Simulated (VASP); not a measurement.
# InGe2O2 (P6/mmm) in VASP: further runs

InGe2O2 is run at these levels: PBE; tasks: single point.

All numbers are computed with VASP 6.6.1; they aren't measurements. Logs are shortened: lines on timing, memory, paths and dates and some standing lists are left out, and cuts for length are marked.

**1. The cell of the first run**

The structure is hexagonal, space group P6/mmm (No. 191). The conventional cell has a = 3.858 Å, b = 3.858 Å, c = 6.863 Å, α = 90.00°, β = 90.00°, γ = 120.00°. Within 2.8 Å of In (site symmetry 6/mmm) lie 2 Ge at 2.10 Å. Within 2.8 Å of Ge (site symmetry 6mm) lie 1 In at 2.10 Å and 6 O at 2.59 Å and 1 Ge at 2.65 Å. Within 2.9 Å of O (site symmetry -6m2) lie 3 O at 2.23 Å and 6 Ge at 2.59 Å.

**2. Single point, PBE**

INCAR reads:

```
SYSTEM = InGe2O2
PREC = Accurate
ENCUT = 520
EDIFF = 1E-6
ISMEAR = 0
SIGMA = 0.1
LREAL = .FALSE.
LASPH = .TRUE.
NELM = 60
ALGO = Normal
ISIF = 2
LWAVE = .FALSE.
LCHARG = .FALSE.
GGA = PE
NBANDS = 34
```

KPOINTS reads:

```
Automatic mesh
0
G
  6 6 4
  0 0 0
```

POSCAR reads:

```
InGe2O2
1.0
    3.8575762300      0.0000000000      0.0000000000
   -1.9287881100      3.3407590100      0.0000000000
    0.0000000000      0.0000000000      6.8629534400
In Ge O
1 2 2
Direct
    0.0000000000      0.0000000000      0.5000000000
    0.0000000000      0.0000000000      0.8066297200
    0.0000000000      0.0000000000      0.1933702800
    0.3333333300      0.6666666700      0.0000000000
    0.6666666700      0.3333333300      0.0000000000
```

Potentials or basis: VASP PAW PBE potentials, release 64 (In_d, Ge_d, O).

Command:

```sh
$ cat potpaw_PBE.64/In_d/POTCAR potpaw_PBE.64/Ge_d/POTCAR potpaw_PBE.64/O/POTCAR > POTCAR
$ mpirun -np 1 vasp_std > vasp.out
```

OUTCAR:

```text
SYSTEM = InGe2O2
   PREC = Accurate
   ENCUT = 520
   EDIFF = 1E-6
   ISMEAR = 0
   LREAL = .FALSE.
   LASPH = .TRUE.
   NELM = 60
   ISIF = 2
   GGA = PE

 ion  position               nearest neighbor table
   1  0.000  0.000  0.500-   2 2.10   3 2.10
   2  0.000  0.000  0.807-   1 2.10   3 2.65
   3  0.000  0.000  0.193-   1 2.10   2 2.65
   4  0.333  0.667  0.000-
   5  0.667  0.333  0.000-

  LATTYP: Found a hexagonal cell.
 ALAT       =     3.8575762300
 C/A-ratio  =     1.7790843345

  Lattice vectors:

 A1 = (   3.8575762300,   0.0000000000,   0.0000000000)
 A2 = (  -1.9287881100,   3.3407590100,   0.0000000000)
 A3 = (   0.0000000000,   0.0000000000,   6.8629534400)

Analysis of symmetry for initial positions (statically):
=====================================================================
 Subroutine PRICEL returns:
 Original cell was already a primitive cell.

 Routine SETGRP: Setting up the symmetry group for a
 hexagonal supercell.

 Subroutine GETGRP returns: Found 24 space group operations
 (whereof 24 operations were pure point group operations)
 out of a pool of 24 trial point group operations.

The static configuration has the point symmetry D_6h.

Analysis of symmetry for dynamics (positions and initial velocities):
=====================================================================
 Subroutine PRICEL returns:
 Original cell was already a primitive cell.

 Routine SETGRP: Setting up the symmetry group for a
 hexagonal supercell.

 Subroutine GETGRP returns: Found 24 space group operations
 (whereof 24 operations were pure point group operations)
 out of a pool of 24 trial point group operations.

The dynamic configuration has the point symmetry D_6h.

 Subroutine INISYM returns: Found 24 space group operations
 (whereof 24 operations are pure point group operations),
 and found     1 'primitive' translations

----------------------------------------------------------------------------------------

                                     Primitive cell

  volume of cell :      88.4445

  direct lattice vectors                    reciprocal lattice vectors
     3.857576230  0.000000000  0.000000000     0.259230133  0.149666587  0.000000000
    -1.928788110  3.340759010  0.000000000     0.000000000  0.299333175  0.000000000
     0.000000000  0.000000000  6.862953440     0.000000000  0.000000000  0.145709862

  length of vectors
     3.857576230  3.857576226  6.862953440     0.299333174  0.299333175  0.145709862

  position of ions in fractional coordinates (direct lattice)
     0.000000000  0.000000000  0.500000000
     0.000000000  0.000000000  0.806629720
     0.000000000  0.000000000  0.193370280
     0.333333330  0.666666670  0.000000000
     0.666666670  0.333333330  0.000000000

  ion indices of the primitive-cell ions
   primitive index   ion index
                 1           1
                 2           2
                 3           3
                 4           4
                 5           5

----------------------------------------------------------------------------------------

 KPOINTS: Automatic mesh

Automatic generation of k-mesh.
 Grid dimensions read from file:
 generate k-points for:    6    6    4

 Generating k-lattice:

  Cartesian coordinates                     Fractional coordinates (reciprocal lattice)
     0.043205022  0.024944431  0.000000000     0.166666667  0.000000000  0.000000000
     0.000000000  0.049888862  0.000000000     0.000000000  0.166666667  0.000000000
     0.000000000  0.000000000  0.036427466     0.000000000  0.000000000  0.250000000

  Length of vectors
     0.049888862  0.049888862  0.036427466

  Shift w.r.t. Gamma in fractional coordinates (k-lattice)
     0.000000000  0.000000000  0.000000000

 Subroutine IBZKPT returns following result:
 ===========================================

 Found     21 irreducible k-points:

 Following reciprocal coordinates:
            Coordinates               Weight
  0.000000  0.000000  0.000000      1.000000
  0.166667 -0.000000  0.000000      6.000000
  0.333333 -0.000000  0.000000      6.000000
  0.500000 -0.000000  0.000000      3.000000
  0.166667  0.166667  0.000000      6.000000
  0.333333  0.166667  0.000000     12.000000
[... 13 lines left out ...]
  0.333333  0.166667  0.500000     12.000000
  0.333333  0.333333  0.500000      2.000000
   k-points           NKPTS =     21   k-points in BZ     NKDIM =     21   number of bands    NBANDS=     34
   number of dos      NEDOS =    301   number of ions     NIONS =      5
   total plane-waves  NPLWV =  48600
   dimension x,y,z NGX =    30 NGY =   30 NGZ =   54
   dimension x,y,z NGXF=    60 NGYF=   60 NGZF=  108
   ions per type =               1   2   2
   NGX,Y,Z   is equivalent  to a cutoff of  12.93, 12.93, 13.08 a.u.
   NGXF,Y,Z  is equivalent  to a cutoff of  25.86, 25.86, 26.16 a.u.
 SYSTEM =  InGe2O2
   PREC   = accura    normal or accurate (medium, high low for compatibility)
   ISTART =      0    job   : 0-new  1-cont  2-samecut
   ICHARG =      2    charge: 1-file 2-atom 10-const
   ISPIN  =      1    spin polarized calculation?
   LNONCOLLINEAR =      F non collinear calculations
   LSORBIT =      F    spin-orbit coupling
   LASPH  =      T    aspherical Exc in radial PAW
   ENCUT  =  520.0 eV  38.22 Ry    6.18 a.u.   7.17  7.17 12.76*2*pi/ulx,y,z
   NELM   =     60;   NELMIN=  2; NELMDL= -5     # of ELM steps
   EDIFF  = 0.1E-05   stopping-criterion for ELM
   LREAL  =      F    real-space projection
   EDIFFG = 0.1E-04   stopping-criterion for IOM
   NSW    =      0    number of steps for IOM
   IBRION =     -1    ionic relax: 0-MD 1-quasi-New 2-CG
   NFREE  =      0    steps in history (QN), initial steepest desc. (CG)
   ISIF   =      2    stress and relaxation
   ISYM   =      2    0-nonsym 1-usesym 2-fastsym
   POTIM  = 0.5000    time-step for ionic-motion
   TEBEG  =    0.0;   TEEND  =   0.0 temperature during run
   PSTRESS=    0.0 pullay stress
   NELECT =      53.0000    total number of electrons
   NUPDOWN=      -1.0000    fix difference up-down
   EMIN   =  10.00;   EMAX   =-10.00  energy-range for DOS
   EFERMI =   0.00;   METHOD = LEGACY
   ISMEAR =     0;   SIGMA  =   0.10  broadening in eV -4-tet -1-fermi 0-gaus
   EFERMI_NEDOS =   21; number of points for ismear=-14 and -15
   IALGO  =     38    algorithm
   IMIX   =      4    mixing-type and parameters
     AMIX     =   0.40;   BMIX     =  1.00
     AMIX_MAG =   1.60;   BMIX_MAG =  1.00
  volume/ion in A,a.u.               =      17.69       119.37
  Fermi-wavevector in a.u.,A,eV,Ry     =   1.380204  2.608207 25.918588  1.904962
  Thomas-Fermi vector in A             =   2.505103
   LORBIT       =      0    0 simple, 1 ext, 2 COOP (PROOUT), +10 PAW based schemes
   GGA     = PE    functional components
   LHFCALC =     F    Hartree Fock is set to
   AEXX    =    0.0000 exact exchange contribution
   IVDW    =     0    specifies the selected vdW correction
   LEPSILON=     F    determine dielectric tensor
   LRPA    =     F    only Hartree local field effects (RPA)
 non-spin polarized calculation
 Gauss-broadening in eV      SIGMA  =   0.10
  energy-cutoff  :      520.00
  volume of cell :       88.44
 maximum number of plane-waves:      2414
 NGX is ok and might be reduce to    30
   NGX = 15   NGY = 15   NGZ = 25

 number of electron      52.9999972 magnetization

 Free energy of the ion-electron system (eV)
  ---------------------------------------------------
  ext. energy  EPLUGINS =         0.00000000
  ---------------------------------------------------
  free energy    TOTEN  =       -14.81896273 eV

  energy without entropy =      -14.79073032  energy(sigma->0) =      -14.80484652

 E-fermi :   5.2278     XC(G=0): -10.2786

 val. band max:        5.2120670781   @ k =   0.1667  -0.0000   0.2500
 cond. band min:       5.2421235007   @ k =   0.5000  -0.0000   0.5000
 fundamental gap:      0.0300564226
 Fermi energy:         5.2278227590

 k-point     1 :       0.0000    0.0000    0.0000
  band No.  band energies     occupation
      1     -20.5761      2.00000
      2     -20.3624      2.00000
      3     -20.3603      2.00000
      4     -20.3603      2.00000
      5     -20.3332      2.00000
      6     -20.3332      2.00000
[... 26 lines left out ...]
     33      11.7354      0.00000
     34      12.9507      0.00000

 k-point     2 :       0.1667   -0.0000    0.0000
  band No.  band energies     occupation
      1     -20.5755      2.00000
      2     -20.3626      2.00000
      3     -20.3616      2.00000
      4     -20.3606      2.00000
      5     -20.3339      2.00000
      6     -20.3333      2.00000
[... 26 lines left out ...]
     33      11.6526      0.00000
     34      12.1926      0.00000

 k-point     3 :       0.3333   -0.0000    0.0000
  band No.  band energies     occupation
      1     -20.5745      2.00000
      2     -20.3671      2.00000
      3     -20.3613      2.00000
      4     -20.3599      2.00000
      5     -20.3353      2.00000
      6     -20.3337      2.00000
[... 26 lines left out ...]
     33      10.5340      0.00000
     34      11.5119      0.00000
[... 593 lines left out ...]
 k-point    20 :       0.3333    0.1667    0.5000
  band No.  band energies     occupation
      1     -20.4747      2.00000
      2     -20.4598      2.00000
      3     -20.3823      2.00000
      4     -20.3772      2.00000
      5     -20.3211      2.00000
      6     -20.3197      2.00000
[... 26 lines left out ...]
     33      10.3805      0.00000
     34      13.3916      0.00000

 k-point    21 :       0.3333    0.3333    0.5000
  band No.  band energies     occupation
      1     -20.4744      2.00000
      2     -20.4594      2.00000
      3     -20.3804      2.00000
      4     -20.3804      2.00000
      5     -20.3206      2.00000
      6     -20.3206      2.00000
[... 26 lines left out ...]
     33      10.0823      0.00000
     34      14.7479      0.00000

------------------------ aborting loop because EDIFF is reached ----------------------------------------

  FORCE on cell =-STRESS in cart. coord.  units (eV):
  Direction    XX          YY          ZZ          XY          YZ          ZX
  --------------------------------------------------------------------------------------
  -------------------------------------------------------------------------------------
  Total       -2.1385580     -2.1385580     31.7633151     -0.0000000     -0.0000000      0.0000000
  in kB      -38.7401141    -38.7401141    575.3944757     -0.0000001     -0.0000000      0.0000000
  external PRESSURE =     165.9714158 kB  Pullay stress =       0.0000000 kB

 VOLUME and BASIS-vectors are now :
 -----------------------------------------------------------------------------
  energy-cutoff  :      520.00
  volume of cell :       88.44
      direct lattice vectors                 reciprocal lattice vectors
     3.857576230  0.000000000  0.000000000     0.259230133  0.149666587  0.000000000
    -1.928788110  3.340759010  0.000000000     0.000000000  0.299333175  0.000000000
     0.000000000  0.000000000  6.862953440     0.000000000  0.000000000  0.145709862

 POSITION                                       TOTAL-FORCE (eV/Angst)
 -----------------------------------------------------------------------------------
      0.00000      0.00000      3.43148         0.000000      0.000000     -0.000000
      0.00000      0.00000      5.53586         0.000000      0.000000     10.984436
      0.00000      0.00000      1.32709         0.000000     -0.000000    -10.984436
     -0.00000      2.22717      0.00000        -0.000000      0.000000     -0.000000
      1.92879      1.11359      0.00000         0.000000      0.000000     -0.000000
 -----------------------------------------------------------------------------------
    total drift:                               -0.000000      0.000000      0.000000

  FREE ENERGIE OF THE ION-ELECTRON SYSTEM (eV)
  ---------------------------------------------------
  free  energy   TOTEN  =       -14.8189627261 eV

  energy  without entropy=      -14.7907303221  energy(sigma->0) =      -14.80484652
```

It took 1.7 min on 1 thread of AMD EPYC 7R43 (Zen 3), shared host; peak memory 0.2 GiB.

Results:

| Quantity | Value |
| --- | --- |
| Free energy | -14.8190 eV |
| Pressure | 16.6 GPa |
| Largest force | 10.984 eV/Å |

Forces on the atoms (eV/Å):
```
In    0.000   0.000   0.000
Ge    0.000   0.000  10.984
Ge    0.000   0.000 -10.984
O     0.000   0.000   0.000
O     0.000   0.000   0.000
```

Stress tensor (GPa, compression positive):
```
-3.87  0.00  0.00
 0.00 -3.87  0.00
 0.00  0.00 57.54
```

Caveat: spin-orbit coupling is left out, which moves the levels of the heavy elements; an odd number of electrons without spin polarisation forces a metal; a magnetic or distorted state may lie lower.

(Continued in part 2 of 2.)
